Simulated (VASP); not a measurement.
# Fe (Im-3m) in VASP: further runs, part 2 of 2

VASP 6.6.1. Earlier steps stand in the parts before.

### Step 4. Relaxation of cell and atoms, r2SCAN

This run uses another cell than the first one, of 11.78 Å³/atom, 1.072 times its volume.

The input, POSCAR:

```
Fe
1.0
   -1.4332500000      1.4332500000      1.4332500000
    1.4332500000     -1.4332500000      1.4332500000
    1.4332500000      1.4332500000     -1.4332500000
Fe
1
Direct
    0.0000000000      0.0000000000      0.0000000000
```

The input, INCAR.step1:

```
SYSTEM = Fe
PREC = Accurate ; ENCUT = 600
ISMEAR = -1 ; SIGMA = 0.1
LREAL = .False. ; LASPH = .True.
NELM = 80 ; GGA = PE
ALGO = Normal ; EDIFF = 1E-4
LWAVE = .True. ; LCHARG = .False.
```

The input, INCAR.step2:

```
SYSTEM = Fe
PREC = Accurate ; ENCUT = 600
EDIFF = 1E-6 ; ISMEAR = -1
SIGMA = 0.1 ; LREAL = .False.
LASPH = .True. ; NELM = 80
ALGO = Normal ; ISIF = 3
LWAVE = .False. ; LCHARG = .False.
METAGGA = R2SCAN ; LMIXTAU = .True.
IBRION = 2 ; NSW = 80
EDIFFG = -0.01 ; ISTART = 1
```

The input, KPOINTS:

```
regular mesh
0
Gamma
  15 15 15
  0 0 0
```

Potentials or basis: VASP PAW PBE potentials, release 64 (Fe).

Launch:

```console
$ cat potpaw_PBE.64/Fe/POTCAR > POTCAR
$ cp INCAR.step1 INCAR
$ mpirun -np 1 vasp_std > vasp.out
$ cp INCAR.step2 INCAR
$ mpirun -np 1 vasp_std > vasp.out
```

OUTCAR:

```text
SYSTEM = Fe
   PREC = Accurate
   ENCUT = 600
   EDIFF = 1E-6
   ISMEAR = -1
   LREAL = .False.
   LASPH = .True.
   NELM = 80
   ISIF = 3
   METAGGA = R2SCAN
   IBRION = 2
   NSW = 80
   EDIFFG = -0.01
   ISTART = 1

 ion  position               nearest neighbor table
   1  0.000  0.000  0.000-

  LATTYP: Found a body centered cubic cell.
 ALAT       =     2.8665000000

  Lattice vectors:

 A1 = (  -1.4332500000,   1.4332500000,   1.4332500000)
 A2 = (   1.4332500000,  -1.4332500000,   1.4332500000)
 A3 = (   1.4332500000,   1.4332500000,  -1.4332500000)

Analysis of symmetry for initial positions (statically):
=====================================================================
 Subroutine PRICEL returns:
 Original cell was already a primitive cell.

 Routine SETGRP: Setting up the symmetry group for a
 body centered cubic supercell.

 Subroutine GETGRP returns: Found 48 space group operations
 (whereof 48 operations were pure point group operations)
 out of a pool of 48 trial point group operations.

The static configuration has the point symmetry O_h .

Analysis of symmetry for dynamics (positions and initial velocities):
=====================================================================
 Subroutine PRICEL returns:
 Original cell was already a primitive cell.

 Routine SETGRP: Setting up the symmetry group for a
 body centered cubic supercell.

 Subroutine GETGRP returns: Found 48 space group operations
 (whereof 48 operations were pure point group operations)
 out of a pool of 48 trial point group operations.

The dynamic configuration has the point symmetry O_h .

 Subroutine INISYM returns: Found 48 space group operations
 (whereof 48 operations are pure point group operations),
 and found     1 'primitive' translations

----------------------------------------------------------------------------------------

                                     Primitive cell

  volume of cell :      11.7768

  direct lattice vectors                    reciprocal lattice vectors
    -1.433250000  1.433250000  1.433250000     0.000000000  0.348857492  0.348857492
     1.433250000 -1.433250000  1.433250000     0.348857492  0.000000000  0.348857492
     1.433250000  1.433250000 -1.433250000     0.348857492  0.348857492  0.000000000

  length of vectors
     2.482461820  2.482461820  2.482461820     0.493358996  0.493358996  0.493358996

  position of ions in fractional coordinates (direct lattice)
     0.000000000  0.000000000  0.000000000

  ion indices of the primitive-cell ions
   primitive index   ion index
                 1           1

----------------------------------------------------------------------------------------

 KPOINTS: regular mesh

Automatic generation of k-mesh.
 Grid dimensions read from file:
 generate k-points for:   15   15   15

 Generating k-lattice:

  Cartesian coordinates                     Fractional coordinates (reciprocal lattice)
     0.000000000  0.023257166  0.023257166     0.066666667  0.000000000  0.000000000
     0.023257166  0.000000000  0.023257166     0.000000000  0.066666667  0.000000000
     0.023257166  0.023257166  0.000000000     0.000000000  0.000000000  0.066666667

  Length of vectors
     0.032890600  0.032890600  0.032890600

  Shift w.r.t. Gamma in fractional coordinates (k-lattice)
     0.000000000  0.000000000  0.000000000

 Subroutine IBZKPT returns following result:
 ===========================================

 Found    120 irreducible k-points:

 Following reciprocal coordinates:
            Coordinates               Weight
  0.000000  0.000000  0.000000      1.000000
  0.066667  0.000000  0.000000     12.000000
  0.133333  0.000000  0.000000     12.000000
  0.200000  0.000000  0.000000     12.000000
  0.266667  0.000000  0.000000     12.000000
  0.333333  0.000000  0.000000     12.000000
[... 16 lines left out ...]
  0.333333  0.200000  0.000000     48.000000
  0.400000  0.200000  0.000000     24.000000
 [... further k-points ...]
   k-points           NKPTS =    120   k-points in BZ     NKDIM =    120   number of bands    NBANDS=      8
   number of dos      NEDOS =    301   number of ions     NIONS =      1
   total plane-waves  NPLWV =   8000
   dimension x,y,z NGX =    20 NGY =   20 NGZ =   20
   dimension x,y,z NGXF=    40 NGYF=   40 NGZF=   40
   ions per type =               1
   NGX,Y,Z   is equivalent  to a cutoff of  13.39, 13.39, 13.39 a.u.
   NGXF,Y,Z  is equivalent  to a cutoff of  26.79, 26.79, 26.79 a.u.
 SYSTEM =  Fe
   PREC   = accura    normal or accurate (medium, high low for compatibility)
   ISTART =      1    job   : 0-new  1-cont  2-samecut
   ICHARG =      0    charge: 1-file 2-atom 10-const
   ISPIN  =      1    spin polarized calculation?
   LNONCOLLINEAR =      F non collinear calculations
   LSORBIT =      F    spin-orbit coupling
   LASPH  =      T    aspherical Exc in radial PAW
   ENCUT  =  600.0 eV  44.10 Ry    6.64 a.u.   4.96  4.96  4.96*2*pi/ulx,y,z
   NELM   =     80;   NELMIN=  2; NELMDL=  0     # of ELM steps
   EDIFF  = 0.1E-05   stopping-criterion for ELM
   LREAL  =      F    real-space projection
   EDIFFG = -.1E-01   stopping-criterion for IOM
   NSW    =     80    number of steps for IOM
   IBRION =      2    ionic relax: 0-MD 1-quasi-New 2-CG
   NFREE  =      1    steps in history (QN), initial steepest desc. (CG)
   ISIF   =      3    stress and relaxation
   ISYM   =      2    0-nonsym 1-usesym 2-fastsym
   POTIM  = 0.5000    time-step for ionic-motion
   TEBEG  =    0.0;   TEEND  =   0.0 temperature during run
   PSTRESS=    0.0 pullay stress
   NELECT =       8.0000    total number of electrons
   NUPDOWN=      -1.0000    fix difference up-down
   EMIN   =  10.00;   EMAX   =-10.00  energy-range for DOS
   EFERMI =   0.00;   METHOD = LEGACY
   ISMEAR =    -1;   SIGMA  =   0.10  broadening in eV -4-tet -1-fermi 0-gaus
   EFERMI_NEDOS =   21; number of points for ismear=-14 and -15
   IALGO  =     38    algorithm
   IMIX   =      4    mixing-type and parameters
     AMIX     =   0.40;   BMIX     =  1.00
     AMIX_MAG =   1.60;   BMIX_MAG =  1.00
  volume/ion in A,a.u.               =      11.78        79.47
  Fermi-wavevector in a.u.,A,eV,Ry     =   1.439117  2.719537 28.178465  2.071059
  Thomas-Fermi vector in A             =   2.558009
   LORBIT       =      0    0 simple, 1 ext, 2 COOP (PROOUT), +10 PAW based schemes
   METAGGA = R2SCAN    functional components
   LHFCALC =     F    Hartree Fock is set to
   AEXX    =    0.0000 exact exchange contribution
   IVDW    =     0    specifies the selected vdW correction
   LEPSILON=     F    determine dielectric tensor
   LRPA    =     F    only Hartree local field effects (RPA)
 conjugate gradient relaxation of ions
 non-spin polarized calculation
  energy-cutoff  :      600.00
  volume of cell :       11.78
 maximum number of plane-waves:       406
   NGX =  9   NGY =  9   NGZ =  9

--------------------------------------- Ionic step        1  -------------------------------------------

 number of electron       7.9999997 magnetization

 Free energy of the ion-electron system (eV)
  ---------------------------------------------------
  ext. energy  EPLUGINS =         0.00000000
  ---------------------------------------------------
  free energy    TOTEN  =       -13.17594877 eV

  energy without entropy =      -13.06179223  energy(sigma->0) =      -13.11887050

------------------------ aborting loop because EDIFF is reached ----------------------------------------

  FORCE on cell =-STRESS in cart. coord.  units (eV):
  Direction    XX          YY          ZZ          XY          YZ          ZX
  --------------------------------------------------------------------------------------
  -------------------------------------------------------------------------------------
  Total       -2.2250042     -2.2250042     -2.2250042     -0.0000000      0.0000000     -0.0000000
  in kB     -302.7021973   -302.7021973   -302.7021973     -0.0000000      0.0000000     -0.0000000
  external PRESSURE =    -302.7021973 kB  Pullay stress =       0.0000000 kB
[... 197 lines left out ...]
--------------------------------------- Ionic step        7  -------------------------------------------

 number of electron       7.9999998 magnetization

 Free energy of the ion-electron system (eV)
  ---------------------------------------------------
  ext. energy  EPLUGINS =         0.00000000
  ---------------------------------------------------
  free energy    TOTEN  =       -13.34780516 eV

  energy without entropy =      -13.25500172  energy(sigma->0) =      -13.30140344

 E-fermi :   6.9525     XC(G=0): -15.0242

 val. band max:        6.9497301041   @ k =  -0.4000  -0.4000   0.1333
 cond. band min:       6.9527670633   @ k =  -0.3333  -0.4000   0.0667
 fundamental gap:      0.0030369593
 Fermi energy:         6.9524617113

 k-point     1 :       0.0000    0.0000    0.0000
  band No.  band energies     occupation
      1      -2.6387      2.00000
      2       4.9455      2.00000
      3       4.9455      2.00000
      4       4.9455      2.00000
      5       6.9487      1.01883
      6       6.9487      1.01882
      7      34.1036      0.00000
      8      34.1036      0.00000
[... 243 lines left out ...]
 k-point    24 :       0.4000    0.2000    0.0000
  band No.  band energies     occupation
      1       2.4761      2.00000
      2       3.6266      2.00000
      3       4.8073      2.00000
      4       6.8592      1.43541
      5       7.4163      0.01915
      6      11.7178      0.00000
      7      16.1708      0.00000
      8      21.5909      0.00000

 [... further k-points ...]
[... 5 lines left out ...]
  --------------------------------------------------------------------------------------
  -------------------------------------------------------------------------------------
  Total        0.0034531      0.0034531      0.0034531     -0.0000000      0.0000000     -0.0000000
  in kB        0.5428926      0.5428926      0.5428926     -0.0000000      0.0000000     -0.0000000
  external PRESSURE =       0.5428926 kB  Pullay stress =       0.0000000 kB
[... 16 lines left out ...]
  FREE ENERGIE OF THE ION-ELECTRON SYSTEM (eV)
  ---------------------------------------------------
  free  energy   TOTEN  =       -13.3478051614 eV

  energy  without entropy=      -13.2550017209  energy(sigma->0) =      -13.30140344

 reached required accuracy - stopping structural energy minimisation
```

Run time: 3 min. Hardware: 1 thread of AMD EPYC 9R45 (Zen 5), shared host; peak memory 0.12 GiB.

Results:

```yaml
Free_energy: -13.3478 eV
Relaxed_volume: 10.19 Å³/atom
Relaxed_cell: a = 2.366 Å, b = 2.366 Å, c = 2.366 Å, α = 109.47°, β = 109.47°, γ = 109.47°
Space_group_after_relaxing_to_0.05_Å: Im-3m (No. 229)
Energy_gained_by_relaxing: 171.9 meV/atom
Ionic_steps: 7
Pressure_after_relaxing: 0.1 GPa
Band_gap_on_the_k_mesh: zero (band 4 reaches 7.88 eV, above the bottom of band 5 at 5.87 eV)
```

Step by step:
```tsv
step	energy change (eV)	largest force (eV/Å)	pressure (GPa)	volume (Å³)
1	0.0000	0.0000	-30.27	11.78
2	0.2538	0.0000	90.24	8.38
3	-0.1714	0.0000	-2.09	10.27
4	-0.1718	0.0000	-0.54	10.21
5	-0.1718	0.0000	0.31	10.18
6	-0.1718	0.0000	-0.45	10.21
7	-0.1719	0.0000	0.05	10.19
```

Final structure:
```
CELL_PARAMETERS angstrom
-1.36579 1.36579 1.36579
1.36579 -1.36579 1.36579
1.36579 1.36579 -1.36579
ATOMIC_POSITIONS crystal
Fe 0.00000 0.00000 0.00000
```

Caveat: the PAW data sets were made with another functional, which shifts forces and pressure a little; the volume moved by -13 % from the deposited cell, more than functionals usually miss; the run has no spin polarisation, though such a crystal can be magnetic. Spin polarisation is off, so any magnetic state and its effect on volume and gap are missing.

### Step 5. The runs side by side

```tsv
task	cell	k mesh	cutoff (eV)	gap on the mesh (eV)	pressure (GPa)
single point	a = 2.426 Å, angles 109.5°, 1 atom	26 × 26 × 26	520	none	-18.4
single point	a = 2.455 Å, angles 109.5°, 1 atom	26 × 26 × 26	520	none	-25.1
relaxation of cell and atoms	relaxed from a = 2.482 Å, angles 109.5°, 1 atom	15 × 15 × 15	600	none	0.1
```

Alike in all rows: level r2SCAN; potentials or basis VASP PAW PBE potentials, release 64 (Fe); no spin polarisation; smearing fermi-dirac 0.1 eV.

Caveats: the PAW data sets were made with another functional, which shifts forces and pressure a little; the run has no spin polarisation, though such a crystal can be magnetic; the volume moved by -13 % from the deposited cell, more than functionals usually miss (some runs).

Total energies depend on the potentials used, so only differences within one code and one set of settings carry meaning.
